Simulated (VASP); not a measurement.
A run of VASP 6.6.1 is set up as follows.

File INCAR:

```
ALGO = Normal ; EDIFF = 1E-6
ENCUT = 520 ; GGA = PE
ISIF = 2 ; ISMEAR = -1
LASPH = True ; LCHARG = False
LREAL = False ; LWAVE = False
NBANDS = 22 ; NELM = 60
PREC = Accurate ; SIGMA = 0.05
```

Contents of KPOINTS:

```
k-points
0
Gamma
  6 6 6
```

File POSCAR:

```
InSb3
1.0
    4.8063670000      0.0000000000      0.0000000000
    0.0000000000      4.8063670000      0.0000000000
    0.0000000000      0.0000000000      4.8063670000
Sb In
3 1
Direct
    0.5000000000      0.5000000000      0.0000000000
    0.0000000000      0.5000000000      0.5000000000
    0.5000000000      0.0000000000      0.5000000000
    0.0000000000      0.0000000000      0.0000000000
```

Potentials or basis: VASP PAW PBE potentials, release 64 (Sb, In_d).

Run with:

```console
$ cat potpaw_PBE.64/Sb/POTCAR potpaw_PBE.64/In_d/POTCAR > POTCAR
$ mpirun -np 1 vasp_std > vasp.out
```

Q: What does it give for the pressure?

A: 0.1 GPa.

Q: What does it give for the band gap on the k mesh?

A: Zero (band 14 reaches 11.34 eV, above the bottom of band 15 at 6.72 eV).

Caveat: spin-orbit coupling is left out, which moves the levels of the heavy elements.
